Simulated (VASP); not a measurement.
# BeTe (Fm-3m) in VASP: notebook

Runs on BeTe. Level: PBEsol. Tasks: single point.

All numbers are computed with VASP 6.6.1; they aren't measurements. Logs are shortened: lines on timing, memory, paths and dates and some standing lists are left out, and cuts for length are marked.

## 1. The cell of the first run

Symmetry: Fm-3m, No. 225, cubic system. Conventional cell: a = 5.366 Å, b = 5.366 Å, c = 5.366 Å, α = 90.00°, β = 90.00°, γ = 90.00°. Be (site symmetry m-3m) has 6 Te at 2.68 Å within 3.5 Å. Within 3.5 Å of Te (site symmetry m-3m) lie 6 Be at 2.68 Å.

## 2. Single point, PBEsol

Contents of INCAR:

```
ALGO = Normal ; EDIFF = 1E-6
ENCUT = 600 ; GGA = PS
GGA_COMPAT = F ; ISIF = 2
ISMEAR = -1 ; LASPH = T
LCHARG = F ; LREAL = F
LWAVE = F ; NBANDS = 11
NELM = 120 ; PREC = Accurate
SIGMA = 0.02
```

Contents of KPOINTS:

```
k-points
0
Gamma
  2 2 2
```

Contents of POSCAR:

```
BeTe
1.0
    0.0000000000      2.6832298771      2.6832298771
    2.6832298771      0.0000000000      2.6832298771
    2.6832298771      2.6832298771      0.0000000000
Be Te
1 1
Direct
    0.0000000000      0.0000000000      0.0000000000
    0.5000000000      0.5000000000      0.5000000000
```

Potentials or basis: VASP PAW PBE potentials, release 64 (Be, Te).

On the command line:

```console
$ cat potpaw_PBE.64/Be/POTCAR potpaw_PBE.64/Te/POTCAR > POTCAR
$ mpirun -np 1 vasp_std > vasp.out
```

OUTCAR:

```text
EDIFF = 1E-6
   ENCUT = 600
   GGA = PS
   ISIF = 2
   ISMEAR = -1
   LASPH = T
   LREAL = F
   NELM = 120
   PREC = Accurate

 ion  position               nearest neighbor table
   1  0.000  0.000  0.000-   2 2.68   2 2.68   2 2.68   2 2.68   2 2.68   2 2.68
   2  0.500  0.500  0.500-   1 2.68   1 2.68   1 2.68   1 2.68   1 2.68   1 2.68

  LATTYP: Found a face centered cubic cell.
 ALAT       =     5.3664597542

  Lattice vectors:

 A1 = (   0.0000000000,   2.6832298771,   2.6832298771)
 A2 = (   2.6832298771,   0.0000000000,   2.6832298771)
 A3 = (   2.6832298771,   2.6832298771,   0.0000000000)

Analysis of symmetry for initial positions (statically):
=====================================================================
 Subroutine PRICEL returns:
 Original cell was already a primitive cell.

 Routine SETGRP: Setting up the symmetry group for a
 face centered cubic supercell.

 Subroutine GETGRP returns: Found 48 space group operations
 (whereof 48 operations were pure point group operations)
 out of a pool of 48 trial point group operations.

The static configuration has the point symmetry O_h .

Analysis of symmetry for dynamics (positions and initial velocities):
=====================================================================
 Subroutine PRICEL returns:
 Original cell was already a primitive cell.

 Routine SETGRP: Setting up the symmetry group for a
 face centered cubic supercell.

 Subroutine GETGRP returns: Found 48 space group operations
 (whereof 48 operations were pure point group operations)
 out of a pool of 48 trial point group operations.

The dynamic configuration has the point symmetry O_h .

 Subroutine INISYM returns: Found 48 space group operations
 (whereof 48 operations are pure point group operations),
 and found     1 'primitive' translations

----------------------------------------------------------------------------------------

                                     Primitive cell

  volume of cell :      38.6370

  direct lattice vectors                    reciprocal lattice vectors
     0.000000000  2.683229877  2.683229877    -0.186342588  0.186342588  0.186342588
     2.683229877  0.000000000  2.683229877     0.186342588 -0.186342588  0.186342588
     2.683229877  2.683229877  0.000000000     0.186342588  0.186342588 -0.186342588

[... 64 lines left out ...]
   NSW    =      0    number of steps for IOM
   IBRION =     -1    ionic relax: 0-MD 1-quasi-New 2-CG
   NFREE  =      0    steps in history (QN), initial steepest desc. (CG)
   ISIF   =      2    stress and relaxation
   ISYM   =      2    0-nonsym 1-usesym 2-fastsym
   POTIM  = 0.5000    time-step for ionic-motion
   TEBEG  =    0.0;   TEEND  =   0.0 temperature during run
   PSTRESS=    0.0 pullay stress
   NELECT =       8.0000    total number of electrons
   NUPDOWN=      -1.0000    fix difference up-down
   EMIN   =  10.00;   EMAX   =-10.00  energy-range for DOS
   EFERMI =   0.00;   METHOD = LEGACY
   ISMEAR =    -1;   SIGMA  =   0.02  broadening in eV -4-tet -1-fermi 0-gaus
   EFERMI_NEDOS =   21; number of points for ismear=-14 and -15
   IALGO  =     38    algorithm
   IMIX   =      4    mixing-type and parameters
     AMIX     =   0.40;   BMIX     =  1.00
     AMIX_MAG =   1.60;   BMIX_MAG =  1.00
  volume/ion in A,a.u.               =      19.32       130.37
  Fermi-wavevector in a.u.,A,eV,Ry     =   0.968509  1.830216 12.762394  0.938009
  Thomas-Fermi vector in A             =   2.098484
   LORBIT       =      0    0 simple, 1 ext, 2 COOP (PROOUT), +10 PAW based schemes
   GGA     = PS    functional components
   LHFCALC =     F    Hartree Fock is set to
   AEXX    =    0.0000 exact exchange contribution
   IVDW    =     0    specifies the selected vdW correction
   LEPSILON=     F    determine dielectric tensor
   LRPA    =     F    only Hartree local field effects (RPA)
 non-spin polarized calculation
  energy-cutoff  :      600.00
  volume of cell :       38.64
 maximum number of plane-waves:      1308
   NGX = 15   NGY = 15   NGZ = 15

 number of electron       8.0000000 magnetization

 Free energy of the ion-electron system (eV)
  ---------------------------------------------------
  ext. energy  EPLUGINS =         0.00000000
  ---------------------------------------------------
  free energy    TOTEN  =        -4.67080420 eV

  energy without entropy =       -4.64130229  energy(sigma->0) =       -4.65605325

 E-fermi :   6.9536     XC(G=0):  -9.9766

 val. band max:        6.9238377903   @ k =   0.5000   0.0000   0.0000
 cond. band min:       6.9543109371   @ k =   0.0000   0.0000   0.0000
 fundamental gap:      0.0304731468
 Fermi energy:         6.9536030810

 k-point     1 :       0.0000    0.0000    0.0000
  band No.  band energies     occupation
      1      -6.1534      2.00000
      2       6.9543      0.98231
      3       6.9543      0.98231
      4       6.9543      0.98230
      5      10.2757      0.00000
      6      13.4968      0.00000
      7      13.4968      0.00000
      8      13.4968      0.00000
      9      13.9689      0.00000
     10      13.9689      0.00000
     11      13.9689      0.00000
[... 15 lines left out ...]
 k-point     3 :       0.5000    0.5000    0.0000
  band No.  band energies     occupation
      1      -3.4045      2.00000
      2       1.1250      2.00000
      3       4.1855      2.00000
      4       4.1855      2.00000
      5       6.3159      2.00000
      6      10.1562      0.00000
      7      16.0869      0.00000
      8      16.0869      0.00000
      9      18.5244      0.00000
     10      20.4164      0.00000
     11      21.8876      0.00000

------------------------ aborting loop because EDIFF is reached ----------------------------------------

  FORCE on cell =-STRESS in cart. coord.  units (eV):
  Direction    XX          YY          ZZ          XY          YZ          ZX
  --------------------------------------------------------------------------------------
  -------------------------------------------------------------------------------------
  Total        3.1150045      3.1150045      3.1150045      0.0000000      0.0000000     -0.0000000
  in kB      129.1711789    129.1711789    129.1711789      0.0000000      0.0000000     -0.0000000
  external PRESSURE =     129.1711789 kB  Pullay stress =       0.0000000 kB

 VOLUME and BASIS-vectors are now :
 -----------------------------------------------------------------------------
  energy-cutoff  :      600.00
  volume of cell :       38.64
      direct lattice vectors                 reciprocal lattice vectors
     0.000000000  2.683229877  2.683229877    -0.186342588  0.186342588  0.186342588
     2.683229877  0.000000000  2.683229877     0.186342588 -0.186342588  0.186342588
     2.683229877  2.683229877  0.000000000     0.186342588  0.186342588 -0.186342588

 POSITION                                       TOTAL-FORCE (eV/Angst)
 -----------------------------------------------------------------------------------
      0.00000      0.00000      0.00000        -0.000000     -0.000000     -0.000000
      2.68323      2.68323      2.68323         0.000000      0.000000      0.000000
 -----------------------------------------------------------------------------------
    total drift:                               -0.000000     -0.000000      0.000000

  FREE ENERGIE OF THE ION-ELECTRON SYSTEM (eV)
  ---------------------------------------------------
  free  energy   TOTEN  =        -4.6708042046 eV

  energy  without entropy=       -4.6413022940  energy(sigma->0) =       -4.65605325
```

OSZICAR:

```text
N       E                     dE             d eps       ncg     rms          rms(c)
DAV:   1     0.210856547147E+02    0.21086E+02   -0.34581E+03    66   0.654E+02
DAV:   2    -0.391080274132E+01   -0.24996E+02   -0.23999E+02    88   0.976E+01
DAV:   3    -0.467547600098E+01   -0.76467E+00   -0.74122E+00    86   0.180E+01
DAV:   4    -0.468386296264E+01   -0.83870E-02   -0.83005E-02    78   0.183E+00
DAV:   5    -0.468399774681E+01   -0.13478E-03   -0.13476E-03    86   0.244E-01    0.410E+00
DAV:   6    -0.467228572603E+01    0.11712E-01   -0.50332E-03    78   0.372E-01    0.255E+00
DAV:   7    -0.467063495124E+01    0.16508E-02   -0.11806E-02    72   0.587E-01    0.133E-01
DAV:   8    -0.467078325822E+01   -0.14831E-03   -0.20960E-04    78   0.911E-02    0.674E-02
DAV:   9    -0.467080178259E+01   -0.18524E-04   -0.37976E-05    80   0.318E-02    0.863E-03
DAV:  10    -0.467080383465E+01   -0.20521E-05   -0.35743E-06    78   0.107E-02    0.794E-03
DAV:  11    -0.467080420458E+01   -0.36993E-06   -0.50303E-07    64   0.458E-03
   1 F= -.46708042E+01 E0= -.46560532E+01  d E =-.295019E-01
```

Wall time 2.7 s (1 thread of AMD EPYC 7R13 (Zen 3), shared host); peak memory 0.13 GiB.

What came out:

- Free energy: -4.6708 eV
- Pressure: 12.9 GPa
- Band gap on the k mesh: zero (bands 4 and 5 overlap by 0.64 eV)

Levels at points of the mesh, in eV from the Fermi level:
```
           k point  band 2  band 3  band 4  band 5  band 6  band 7
(0.00, 0.00, 0.00)    0.00    0.00    0.00    3.32    6.54    6.54
(0.50, 0.00, 0.00)   -6.54   -0.03   -0.03    2.58    2.58    3.15
(0.50, 0.50, 0.00)   -5.83   -2.77   -2.77   -0.64    3.20    9.13
```

Caveat: the k points lie up to 1.01 Å⁻¹ apart, too coarse for converged energies and pressures of a metal; semilocal functionals underestimate gaps, so a narrow gap can read as zero; the PAW data sets were made with another functional, which shifts forces and pressure a little; spin-orbit coupling is left out, which moves the levels of the heavy elements.

## 3. Single point, PBEsol

Contents of INCAR:

```
PREC = Accurate
ENCUT = 600
EDIFF = 1E-6
ISMEAR = 0
SIGMA = 0.05
LREAL = False
LASPH = True
NELM = 120
ALGO = Normal
ISIF = 2
LWAVE = False
LCHARG = False
GGA = PS
NBANDS = 11
GGA_COMPAT = False
```

Contents of KPOINTS:

```
Automatic mesh
0
Gamma
  6 6 6
```

POSCAR is that of step 2.

Potentials or basis: VASP PAW PBE potentials, release 64 (Be, Te).

On the command line:

```console
$ cat potpaw_PBE.64/Be/POTCAR potpaw_PBE.64/Te/POTCAR > POTCAR
$ mpirun -np 1 vasp_std > vasp.out
```

It took 5.2 s on 1 thread of AMD EPYC 7R13 (Zen 3), shared host; peak memory 0.14 GiB.

The run converged. Its results:

| Property | Result |
| --- | --- |
| Free energy | -7.2988 eV |
| Pressure | -2.4 GPa |
| Band gap on the k mesh | zero (bands 4 and 5 overlap by 1.18 eV) |

Levels at points of the mesh, in eV from the Fermi level:
| k point | band 1 | band 2 | band 3 | band 4 | band 5 | band 6 | band 7 | band 8 | band 9 |
| --- | --- | --- | --- | --- | --- | --- | --- | --- | --- |
| (0.00, 0.00, 0.00) | -13.51 | -0.40 | -0.40 | -0.40 | 2.88 | 6.13 | 6.13 | 6.13 | 6.67 |
| (0.50, 0.00, 0.00) | -11.59 | -6.92 | -0.42 | -0.42 | 2.17 | 2.17 | 2.74 | 5.40 | 11.77 |
| (0.50, 0.50, 0.00) | -10.78 | -6.20 | -3.15 | -3.15 | -1.05 | 2.84 | 8.70 | 8.70 | 11.11 |

Caveat: the PAW data sets were made with another functional, which shifts forces and pressure a little; spin-orbit coupling is left out, which moves the levels of the heavy elements.

## 4. Single point, PBEsol

Contents of INCAR:

```
PREC     = Accurate       # precision mode
ENCUT    = 600            # plane-wave cutoff, eV
EDIFF    = 1E-6           # SCF threshold, eV
ISMEAR   = 1              # smearing method
SIGMA    = 0.5            # smearing width, eV
LREAL    = F              # projectors in reciprocal space
LASPH    = T              # aspherical terms in the spheres
NELM     = 120            # most SCF steps
ALGO     = Normal         # electronic algorithm
ISIF     = 2              # what is computed and relaxed
LWAVE    = F              # write WAVECAR
LCHARG   = F              # write CHGCAR
GGA      = PS             # functional
NBANDS   = 11             # bands
GGA_COMPAT= F
```

Contents of KPOINTS:

```
regular mesh
0
Gamma
  6 6 6
```

POSCAR is that of step 3.

Potentials or basis: VASP PAW PBE potentials, release 64 (Be, Te).

On the command line:

```console
$ cat potpaw_PBE.64/Be/POTCAR potpaw_PBE.64/Te/POTCAR > POTCAR
$ mpirun -np 1 vasp_std > vasp.out
```

OUTCAR:

```text
PREC = Accurate
   ENCUT = 600
   EDIFF = 1E-6
   ISMEAR = 1
   LREAL = F
   LASPH = T
   NELM = 120
   ISIF = 2
   GGA = PS

 ion  position               nearest neighbor table
   1  0.000  0.000  0.000-   2 2.68   2 2.68   2 2.68   2 2.68   2 2.68   2 2.68
   2  0.500  0.500  0.500-   1 2.68   1 2.68   1 2.68   1 2.68   1 2.68   1 2.68

  LATTYP: Found a face centered cubic cell.
 ALAT       =     5.3664597542

  Lattice vectors:

 A1 = (   0.0000000000,   2.6832298771,   2.6832298771)
 A2 = (   2.6832298771,   0.0000000000,   2.6832298771)
 A3 = (   2.6832298771,   2.6832298771,   0.0000000000)

Analysis of symmetry for initial positions (statically):
=====================================================================
 Subroutine PRICEL returns:
 Original cell was already a primitive cell.

 Routine SETGRP: Setting up the symmetry group for a
 face centered cubic supercell.

 Subroutine GETGRP returns: Found 48 space group operations
 (whereof 48 operations were pure point group operations)
 out of a pool of 48 trial point group operations.

[... 162 lines left out ...]
      1      -6.2340      2.00000
      2       6.8672      1.78504
      3       6.8672      1.78504
      4       6.8672      1.78504
      5      10.1471     -0.00000
      6      13.4032     -0.00000
      7      13.4032     -0.00000
      8      13.4032     -0.00000
      9      13.9383     -0.00000
     10      13.9383     -0.00000
     11      13.9383     -0.00000
[... 197 lines left out ...]
 k-point    16 :      -0.3333    0.5000    0.1667
  band No.  band energies     occupation
      1      -3.4674      2.00000
      2       1.5918      2.00000
      3       2.9945      2.00000
      4       3.1695      2.00000
      5       8.5809     -0.00035
      6      12.3072     -0.00000
      7      12.6928     -0.00000
      8      16.4459     -0.00000
      9      16.8719     -0.00000
     10      17.6179      0.00000
     11      22.5916      0.00000

------------------------ aborting loop because EDIFF is reached ----------------------------------------

  FORCE on cell =-STRESS in cart. coord.  units (eV):
  Direction    XX          YY          ZZ          XY          YZ          ZX
  --------------------------------------------------------------------------------------
  -------------------------------------------------------------------------------------
  Total       -0.5481321     -0.5481321     -0.5481321     -0.0000000     -0.0000000      0.0000000
  in kB      -22.7296222    -22.7296222    -22.7296222     -0.0000000     -0.0000000      0.0000000
  external PRESSURE =     -22.7296222 kB  Pullay stress =       0.0000000 kB

 VOLUME and BASIS-vectors are now :
 -----------------------------------------------------------------------------
  energy-cutoff  :      600.00
  volume of cell :       38.64
      direct lattice vectors                 reciprocal lattice vectors
     0.000000000  2.683229877  2.683229877    -0.186342588  0.186342588  0.186342588
     2.683229877  0.000000000  2.683229877     0.186342588 -0.186342588  0.186342588
     2.683229877  2.683229877  0.000000000     0.186342588  0.186342588 -0.186342588

 POSITION                                       TOTAL-FORCE (eV/Angst)
 -----------------------------------------------------------------------------------
      0.00000      0.00000      0.00000         0.000000      0.000000      0.000000
      2.68323      2.68323      2.68323         0.000000      0.000000     -0.000000
 -----------------------------------------------------------------------------------
    total drift:                               -0.000000     -0.000000      0.000000

  FREE ENERGIE OF THE ION-ELECTRON SYSTEM (eV)
  ---------------------------------------------------
  free  energy   TOTEN  =        -7.2972384051 eV

  energy  without entropy=       -7.2857665959  energy(sigma->0) =       -7.29341447
```

Wall time 5.4 s (1 thread of AMD EPYC 7R13 (Zen 3), shared host); peak memory 0.14 GiB.

Results:

```yaml
Free_energy: -7.2972 eV
Pressure: -2.3 GPa
Band_gap_on_the_k_mesh: zero (bands 4 and 5 overlap by 1.18 eV)
```

Levels at points of the mesh, in eV from the Fermi level:
| k point | band 2 | band 3 | band 4 | band 5 | band 6 | band 7 |
| --- | --- | --- | --- | --- | --- | --- |
| (0.00, 0.00, 0.00) | -0.27 | -0.27 | -0.27 | 3.01 | 6.26 | 6.26 |
| (0.50, 0.00, 0.00) | -6.79 | -0.28 | -0.28 | 2.31 | 2.31 | 2.87 |
| (0.50, 0.50, 0.00) | -6.07 | -3.02 | -3.02 | -0.92 | 2.98 | 8.83 |

Caveat: so wide a smearing shifts energies and pressures; the PAW data sets were made with another functional, which shifts forces and pressure a little; spin-orbit coupling is left out, which moves the levels of the heavy elements.

## 5. Single point, PBEsol

Contents of INCAR:

```
SYSTEM = BeTe
PREC = Accurate ; ENCUT = 600
EDIFF = 1E-6 ; ISMEAR = -1
SIGMA = 0.02 ; LREAL = .False.
LASPH = .True. ; NELM = 120
ALGO = Normal ; ISIF = 2
LWAVE = .False. ; LCHARG = .False.
GGA = PS ; NBANDS = 11
GGA_COMPAT = .False.
```

Contents of KPOINTS:

```
Automatic mesh
0
Gamma
  6 6 6
  0 0 0
```

POSCAR is that of step 4.

On the command line:

```console
$ cat potpaw_PBE.64/Be/POTCAR potpaw_PBE.64/Te/POTCAR > POTCAR
$ mpirun -np 1 vasp_std > vasp.out
```

Run time: 5.3 s. Hardware: 1 thread of AMD EPYC 7R13 (Zen 3), shared host; peak memory 0.14 GiB.

Results (log left out):

```yaml
Free_energy: -7.2988 eV
Pressure: -2.4 GPa
Band_gap_on_the_k_mesh: zero (bands 4 and 5 overlap by 1.18 eV)
```

Levels at points of the mesh, in eV from the Fermi level:
| k point | band 1 | band 2 | band 3 | band 4 | band 5 | band 6 | band 7 | band 8 | band 9 |
| --- | --- | --- | --- | --- | --- | --- | --- | --- | --- |
| (0.00, 0.00, 0.00) | -13.51 | -0.41 | -0.41 | -0.41 | 2.87 | 6.13 | 6.13 | 6.13 | 6.66 |
| (0.50, 0.00, 0.00) | -11.59 | -6.92 | -0.42 | -0.42 | 2.17 | 2.17 | 2.74 | 5.40 | 11.76 |
| (0.50, 0.50, 0.00) | -10.78 | -6.21 | -3.16 | -3.16 | -1.05 | 2.84 | 8.70 | 8.70 | 11.11 |

Caveat: the PAW data sets were made with another functional, which shifts forces and pressure a little; spin-orbit coupling is left out, which moves the levels of the heavy elements.

(Part 1 of 2 ends here.)
